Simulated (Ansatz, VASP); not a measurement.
NiO in VASP and in Ansatz

Contents of INCAR:

```
SYSTEM = NiO
PREC = Accurate
ENCUT = 520
EDIFF = 1E-6
ISMEAR = 0
SIGMA = 0.05
LREAL = .False.
LASPH = .True.
NELM = 150
ALGO = Normal
ISIF = 2
LWAVE = .False.
LCHARG = .True.
ISPIN = 2
MAGMOM = 2 0
LORBIT = 11
LMAXMIX = 4
LDAU = .True.
LDAUTYPE = 2
LDAUL = 2 -1
LDAUU = 6.2 0
LDAUJ = 0 0
LDAUPRINT = 1
GGA = PE
LELF = .True.
LVHAR = .True.
NBANDS = 19
```

The input KPOINTS:

```
regular mesh
0
Gamma
  6 6 6
  0 0 0
```

Contents of POSCAR:

```
NiO
1.0
    0.0000000000      2.0859016414      2.0859016414
    2.0859016414      0.0000000000      2.0859016414
    2.0859016414      2.0859016414      0.0000000000
Ni O
1 1
Direct
    0.0000000000      0.0000000000      0.0000000000
    0.5000000000      0.5000000000      0.5000000000
```

Input for Ansatz:

```yaml
crystal:
  lattice:
    - [0.0, 2.0859016414, 2.0859016414]
    - [2.0859016414, 0.0, 2.0859016414]
    - [2.0859016414, 2.0859016414, 0.0]
  atoms:
    - { symbol: Ni, position: [0.0, 0.0, 0.0], spin: 2.0 }
    - { symbol: O, position: [0.5, 0.5, 0.5] }
basis:
  ecutwfc: 420
  ecutrho_ratio: 4
kpoints:
  mp_grid: { grid: [6, 6, 6] }
hamiltonian:
  xc: pbe
  hubbard: { sites: [{ species: Ni, l: d, u_eff: 6.2 }] }
scf:
  occupations: { method: gaussian, width: 0.05 }
output:
  forces: true
  stress: true
  eigenvalues: true
  populations: true
  hubbard: { sites: [{ species: Ni, l: d }] }
magnetization:
  spin_polarized: true
```

Alike in both runs: task single point; functional PBE; k mesh 6 × 6 × 6; occupations gaussian, width 0.05 eV; collinear spin; Hubbard terms Ni d U = 6.2 eV.

```csv
,VASP,Ansatz
version,VASP 6.6.1,Ansatz 0.2.0
potentials or method,"VASP PAW PBE potentials, release 64 (Ni, O), cutoff 520 eV","scalar-relativistic, plane waves, PAW"
valence electrons in the cell,16,24
```

```csv
,VASP,Ansatz,Ansatz less VASP
gap on the k mesh at the Fermi level (eV),2.51,2.22,-0.293
least direct gap on the mesh (eV),3.20,2.98,-0.223
pressure (GPa),3.4,14.3,+10.93
net moment per atom (μB),1.00,1.00,0.000
size of the moment on the site where the two differ most (μB),1.82,1.72,-0.103
```

Site moments also hang on the region over which each program counts them. The programs project onto different local orbitals, so the same U acts differently, and such runs can settle in different states. VASP's potentials hold 16 valence electrons a cell and Ansatz's 24, so a difference there can come from the potentials and not from the codes.

The k mesh is coarse, so the values compare programs but aren't converged.
